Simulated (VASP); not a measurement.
# Sb in VASP: notebook

The runs below take Sb through single point, with r2SCAN, PBE.

All numbers are computed with VASP 6.6.1; they aren't measurements. Logs are shortened: lines on timing, memory, paths and dates and some standing lists are left out, and cuts for length are marked.

## 1. The cell of the first run

The cell holds a slab with vacuum, 2 atoms: a = 4.105 Å, b = 4.105 Å, c = 26.855 Å, α = 90.00°, β = 90.00°, γ = 120.00°.

## 2. Single point, r2SCAN

POSCAR

```
Sb
1.0
    4.1051829901      0.0000000000      0.0000000000
   -2.0525914950      3.5551927566      0.0000000000
    0.0000000000      0.0000000000     26.8552477996
Sb
2
Direct
    0.3333333333      0.6666666667      0.3149797958
    0.6666666667      0.3333333333      0.3749272212
```

INCAR.step1

```
SYSTEM = Sb
PREC = Accurate ; ENCUT = 520
ISMEAR = 0 ; SIGMA = 0.01
LREAL = .False. ; LASPH = .True.
NELM = 100 ; LDIPOL = .True.
IDIPOL = 3 ; DIPOL = 0.5 0.5 0.345
NBANDS = 12 ; GGA = PE
ALGO = Normal ; EDIFF = 1E-4
LWAVE = .True. ; LCHARG = .False.
```

INCAR.step2

```
SYSTEM = Sb
PREC = Accurate ; ENCUT = 520
EDIFF = 1E-6 ; ISMEAR = 0
SIGMA = 0.01 ; LREAL = .False.
LASPH = .True. ; NELM = 100
ALGO = Normal ; ISIF = 2
LWAVE = .False. ; LCHARG = .True.
LDIPOL = .True. ; IDIPOL = 3
DIPOL = 0.5 0.5 0.345 ; METAGGA = R2SCAN
LMIXTAU = .True. ; LELF = .True.
LVHAR = .True. ; LVACPOTAV = .True.
NBANDS = 12 ; ISTART = 1
```

KPOINTS

```
regular mesh
0
Gamma
  12 12 1
  0 0 0
```

Potentials or basis: VASP PAW PBE potentials, release 64 (Sb).

On the command line:

```console
$ cat potpaw_PBE.64/Sb/POTCAR > POTCAR
$ cp INCAR.step1 INCAR
$ mpirun -np 1 vasp_std > vasp.out
$ cp INCAR.step2 INCAR
$ mpirun -np 1 vasp_std > vasp.out
```

OUTCAR:

```text
SYSTEM = Sb
   PREC = Accurate
   ENCUT = 520
   EDIFF = 1E-6
   ISMEAR = 0
   LREAL = .False.
   LASPH = .True.
   NELM = 100
   ISIF = 2
   METAGGA = R2SCAN
   ISTART = 1

 ion  position               nearest neighbor table
   1  0.333  0.667  0.315-   2 2.87   2 2.87   2 2.87
   2  0.667  0.333  0.375-   1 2.87   1 2.87   1 2.87

  LATTYP: Found a hexagonal cell.
 ALAT       =     4.1051829901
 C/A-ratio  =     6.5417906740

  Lattice vectors:

 A1 = (   4.1051829901,   0.0000000000,   0.0000000000)
 A2 = (  -2.0525914950,   3.5551927566,   0.0000000000)
 A3 = (   0.0000000000,   0.0000000000,  26.8552477996)

Analysis of symmetry for initial positions (statically):
=====================================================================
 Subroutine PRICEL returns:
 Original cell was already a primitive cell.

 Routine SETGRP: Setting up the symmetry group for a
 hexagonal supercell.

 Subroutine GETGRP returns: Found 12 space group operations
 (whereof  6 operations were pure point group operations)
 out of a pool of 24 trial point group operations.

The static configuration has the point symmetry C_3v.
 The point group associated with its full space group is D_3d.

Analysis of symmetry for dynamics (positions and initial velocities):
=====================================================================
 Subroutine PRICEL returns:
 Original cell was already a primitive cell.

 Routine SETGRP: Setting up the symmetry group for a
 hexagonal supercell.

 Subroutine GETGRP returns: Found 12 space group operations
 (whereof  6 operations were pure point group operations)
 out of a pool of 24 trial point group operations.

The dynamic configuration has the point symmetry C_3v.
 The point group associated with its full space group is D_3d.

 Subroutine INISYM returns: Found 12 space group operations
 (whereof  6 operations are pure point group operations),
 and found     1 'primitive' translations

----------------------------------------------------------------------------------------

                                     Primitive cell

  volume of cell :     391.9447

  direct lattice vectors                    reciprocal lattice vectors
     4.105182990  0.000000000  0.000000000     0.243594501  0.140639350  0.000000000
    -2.052591495  3.555192757  0.000000000     0.000000000  0.281278701  0.000000000
     0.000000000  0.000000000 26.855247800     0.000000000  0.000000000  0.037236670

  length of vectors
     4.105182990  4.105182990 26.855247800     0.281278701  0.281278701  0.037236670

  position of ions in fractional coordinates (direct lattice)
     0.333333333  0.666666667  0.314979796
     0.666666667  0.333333333  0.374927221

  ion indices of the primitive-cell ions
   primitive index   ion index
                 1           1
                 2           2

----------------------------------------------------------------------------------------

 KPOINTS: regular mesh

Automatic generation of k-mesh.
 Grid dimensions read from file:
 generate k-points for:   12   12    1

 Generating k-lattice:

  Cartesian coordinates                     Fractional coordinates (reciprocal lattice)
     0.020299542  0.011719946  0.000000000     0.083333333 -0.000000000  0.000000000
     0.000000000  0.023439892  0.000000000     0.000000000  0.083333333  0.000000000
     0.000000000  0.000000000  0.037236670     0.000000000  0.000000000  1.000000000

  Length of vectors
     0.023439892  0.023439892  0.037236670

  Shift w.r.t. Gamma in fractional coordinates (k-lattice)
     0.000000000  0.000000000  0.000000000

 Subroutine IBZKPT returns following result:
 ===========================================

 Found     19 irreducible k-points:

 Following reciprocal coordinates:
            Coordinates               Weight
  0.000000  0.000000  0.000000      1.000000
  0.083333  0.000000  0.000000      6.000000
  0.166667  0.000000  0.000000      6.000000
  0.250000  0.000000  0.000000      6.000000
  0.333333  0.000000  0.000000      6.000000
  0.416667  0.000000  0.000000      6.000000
[... 11 lines left out ...]
  0.333333  0.250000  0.000000     12.000000
  0.333333  0.333333  0.000000      2.000000
   k-points           NKPTS =     19   k-points in BZ     NKDIM =     19   number of bands    NBANDS=     12
   number of dos      NEDOS =    301   number of ions     NIONS =      2
   total plane-waves  NPLWV = 204800
   dimension x,y,z NGX =    32 NGY =   32 NGZ =  200
   dimension x,y,z NGXF=    64 NGYF=   64 NGZF=  400
   ions per type =               2
   NGX,Y,Z   is equivalent  to a cutoff of  12.96, 12.96, 12.38 a.u.
   NGXF,Y,Z  is equivalent  to a cutoff of  25.92, 25.92, 24.76 a.u.
 SYSTEM =  Sb
   PREC   = accura    normal or accurate (medium, high low for compatibility)
   ISTART =      1    job   : 0-new  1-cont  2-samecut
   ICHARG =      0    charge: 1-file 2-atom 10-const
   ISPIN  =      1    spin polarized calculation?
   LNONCOLLINEAR =      F non collinear calculations
   LSORBIT =      F    spin-orbit coupling
   LASPH  =      T    aspherical Exc in radial PAW
   ENCUT  =  520.0 eV  38.22 Ry    6.18 a.u.   7.63  7.63 49.93*2*pi/ulx,y,z
   NELM   =    100;   NELMIN=  2; NELMDL=  0     # of ELM steps
   EDIFF  = 0.1E-05   stopping-criterion for ELM
   LREAL  =      F    real-space projection
[... 7 lines left out ...]
   TEBEG  =    0.0;   TEEND  =   0.0 temperature during run
   PSTRESS=    0.0 pullay stress
   NELECT =      10.0000    total number of electrons
   NUPDOWN=      -1.0000    fix difference up-down
   EMIN   =  10.00;   EMAX   =-10.00  energy-range for DOS
   EFERMI =   0.00;   METHOD = LEGACY
   ISMEAR =     0;   SIGMA  =   0.01  broadening in eV -4-tet -1-fermi 0-gaus
   EFERMI_NEDOS =   21; number of points for ismear=-14 and -15
   IALGO  =     38    algorithm
   IMIX   =      4    mixing-type and parameters
     AMIX     =   0.40;   BMIX     =  1.00
     AMIX_MAG =   1.60;   BMIX_MAG =  1.00
  volume/ion in A,a.u.               =     195.97      1322.49
  Fermi-wavevector in a.u.,A,eV,Ry     =   0.481948  0.910749  3.160274  0.232274
  Thomas-Fermi vector in A             =   1.480314
   LORBIT       =      0    0 simple, 1 ext, 2 COOP (PROOUT), +10 PAW based schemes
   METAGGA = R2SCAN    functional components
   LHFCALC =     F    Hartree Fock is set to
   AEXX    =    0.0000 exact exchange contribution
   IVDW    =     0    specifies the selected vdW correction
   LEPSILON=     F    determine dielectric tensor
   LRPA    =     F    only Hartree local field effects (RPA)
 non-spin polarized calculation
 Gauss-broadening in eV      SIGMA  =   0.01
  energy-cutoff  :      520.00
  volume of cell :      391.94
 maximum number of plane-waves:     10595
 NGX is ok and might be reduce to    32
   NGX = 15   NGY = 15   NGZ = 99

 dipolmoment           0.000000      0.000000     -0.000000 electrons x Angstroem

 number of electron      10.0000000 magnetization

 dipolmoment           0.000000      0.000000      0.000000 electrons x Angstroem

 Free energy of the ion-electron system (eV)
  ---------------------------------------------------
  ext. energy  EPLUGINS =         0.00000000
  ---------------------------------------------------
  free energy    TOTEN  =       -51.22754408 eV

  energy without entropy =      -51.22754408  energy(sigma->0) =      -51.22754408

 E-fermi :  -3.3332     XC(G=0):  -1.9504

 val. band max:       -3.4176854223   @ k =   0.0000   0.0000   0.0000
 cond. band min:      -1.7947391283   @ k =   0.3333   0.0000   0.0000
 fundamental gap:      1.6229462940
 Fermi energy:        -3.3331634323

 k-point     1 :       0.0000    0.0000    0.0000
  band No.  band energies     occupation
      1     -15.1932      2.00000
      2      -9.7052      2.00000
      3      -3.8608      2.00000
      4      -3.4177      2.00000
      5      -3.4177      2.00000
      6      -1.4175      0.00000
      7      -0.3517      0.00000
      8      -0.3517      0.00000
      9       1.5993      0.00000
     10       1.7513      0.00000
     11       2.1143      0.00000
     12       2.3583      0.00000

 k-point     2 :       0.0833    0.0000    0.0000
  band No.  band energies     occupation
      1     -15.1141      2.00000
      2      -9.7010      2.00000
      3      -4.1434      2.00000
      4      -3.8304      2.00000
      5      -3.5975      2.00000
      6      -0.9594      0.00000
      7      -0.3695      0.00000
      8      -0.1691      0.00000
      9       1.6933      0.00000
     10       1.8330      0.00000
     11       2.1929      0.00000
     12       2.4439      0.00000

 k-point     3 :       0.1667    0.0000    0.0000
  band No.  band energies     occupation
      1     -14.8793      2.00000
      2      -9.7286      2.00000
      3      -5.2642      2.00000
      4      -3.9979      2.00000
      5      -3.7752      2.00000
      6      -1.3015      0.00000
      7       0.1943      0.00000
      8       0.3669      0.00000
      9       1.9359      0.00000
     10       2.0790      0.00000
     11       2.4143      0.00000
     12       2.6873      0.00000
[... 211 lines left out ...]
 k-point    18 :       0.3333    0.2500    0.0000
  band No.  band energies     occupation
      1     -12.7009      2.00000
      2     -11.6420      2.00000
      3      -6.8976      2.00000
      4      -5.5603      2.00000
      5      -4.8054      2.00000
      6      -1.3411      0.00000
      7       0.3029      0.00000
      8       0.7762      0.00000
      9       3.4380      0.00000
     10       4.1562      0.00000
     11       4.5093      0.00000
     12       4.7344      0.00000

 k-point    19 :       0.3333    0.3333    0.0000
  band No.  band energies     occupation
      1     -12.1613      2.00000
      2     -12.1613      2.00000
      3      -7.0827      2.00000
      4      -5.1725      2.00000
      5      -5.1725      2.00000
      6      -1.5434      0.00000
      7       0.6970      0.00000
      8       0.6970      0.00000
      9       3.9279      0.00000
     10       4.5354      0.00000
     11       4.5355      0.00000
     12       4.9455      0.00000

------------------------ aborting loop because EDIFF is reached ----------------------------------------

 vacuum level on the upper side and lower side of the slab       (xc-potential included)        -0.075        -0.075

  FORCE on cell =-STRESS in cart. coord.  units (eV):
  Direction    XX          YY          ZZ          XY          YZ          ZX
  --------------------------------------------------------------------------------------
  -------------------------------------------------------------------------------------
  Total       -0.0142066     -0.0142066      0.1934992     -0.0000000      0.0000000     -0.0000000
  in kB       -0.0580731     -0.0580731      0.7909788     -0.0000000      0.0000000     -0.0000000
  external PRESSURE =       0.2249442 kB  Pullay stress =       0.0000000 kB

 VOLUME and BASIS-vectors are now :
 -----------------------------------------------------------------------------
  energy-cutoff  :      520.00
  volume of cell :      391.94
      direct lattice vectors                 reciprocal lattice vectors
     4.105182990  0.000000000  0.000000000     0.243594501  0.140639350  0.000000000
    -2.052591495  3.555192757  0.000000000     0.000000000  0.281278701  0.000000000
     0.000000000  0.000000000 26.855247800     0.000000000  0.000000000  0.037236670

 POSITION                                       TOTAL-FORCE (eV/Angst)
 -----------------------------------------------------------------------------------
     -0.00000      2.37013      8.45886        -0.000000      0.000000     -0.121756
      2.05259      1.18506     10.06876         0.000000     -0.000000      0.121756
 -----------------------------------------------------------------------------------
    total drift:                                0.000000     -0.000000     -0.000008

  FREE ENERGIE OF THE ION-ELECTRON SYSTEM (eV)
  ---------------------------------------------------
  free  energy   TOTEN  =       -51.2275440823 eV

  energy  without entropy=      -51.2275440823  energy(sigma->0) =      -51.22754408

 vacuum level on the upper side and lower side of the slab         1.772         1.772
```

It took 5.6 min on 1 thread of AMD EPYC 9R45 (Zen 5), shared host; peak memory 0.51 GiB.

What came out:

- Free energy: -51.2275 eV
- Largest force: 0.122 eV/Å
- Band gap on the k mesh: 1.62 eV (least direct gap 2.00 eV)
- Ionisation potential of the upper face: 5.19 eV

Forces on the atoms (eV/Å):
```
Sb   0.000  0.000 -0.122
Sb   0.000  0.000  0.122
```

Levels at points of the mesh, in eV from the valence-band top:
| k point | band 3 | band 4 | band 5 | band 6 | band 7 | band 8 |
| --- | --- | --- | --- | --- | --- | --- |
| (0.00, 0.00, 0.00) | -0.44 | 0.00 | 0.00 | 2.00 | 3.07 | 3.07 |
| (0.50, 0.00, 0.00) | -2.95 | -1.65 | -1.38 | 1.95 | 2.89 | 3.98 |

Caveat: the PAW data sets were made with another functional, which shifts forces and pressure a little; spin-orbit coupling is left out, which moves the levels of the heavy elements.

(Continued in part 2 of 2.)
